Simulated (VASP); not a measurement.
# ZrB: single point with LDA

The system is ZrB.

```
Zr B
1.0
     0.00000    2.32500    2.32500
     2.32500    0.00000    2.32500
     2.32500    2.32500    0.00000
Zr B
1 1
Direct
  0.98486 0.98864 0.01489
  0.48490 0.48859 0.51491
```

This cell differs from its parent crystal: atoms moved at random.

| Quantity | Value |
| --- | --- |
| Program | VASP 6.6.1 |
| Task | single point |
| Functional | LDA |
| Potentials or basis | VASP PAW LDA potentials, release 64 (Zr_sv, B) |
| Cutoff | 520 eV |
| k mesh | 10 × 10 × 10 |
| Occupations | methfessel-paxton, width 0.01 eV |
| Spin | no spin polarisation |

```json
{
 "Pressure": "25.4 GPa",
 "Band gap on the k mesh": "zero (an odd number of electrons rules out a gap without spin polarisation)"
}
```

Levels at points of the mesh, in eV from the Fermi level:
```tsv
k point	band 4	band 5	band 6	band 7	band 8	band 9	band 10	band 11	band 12	band 13
(0.00, 0.00, 0.00)	-24.40	-8.22	1.87	1.87	1.87	3.68	3.68	3.78	3.78	3.78
(0.50, 0.00, 0.00)	-24.49	-4.20	-3.45	-1.43	-1.43	5.72	5.72	7.30	8.32	13.34
(0.00, 0.00, 0.50)	-24.49	-4.20	-3.45	-1.43	-1.43	5.72	5.72	7.30	8.32	13.34
(0.50, 0.50, 0.00)	-24.74	-6.40	-1.15	-0.25	2.54	2.54	5.46	6.88	6.88	10.65
(0.00, 0.50, 0.50)	-24.74	-6.40	-1.15	-0.25	2.54	2.54	5.46	6.88	6.88	10.65
(0.50, 0.00, 0.50)	-24.74	-6.40	-1.15	-0.25	2.54	2.54	5.46	6.88	6.88	10.65
```

Run time: 95 s on 1 thread of Intel Xeon 8259CL (shared host), peak memory 0.21 GiB.

Caveat: the cell differs from its parent crystal (atoms moved at random); the cell stands under pressure.
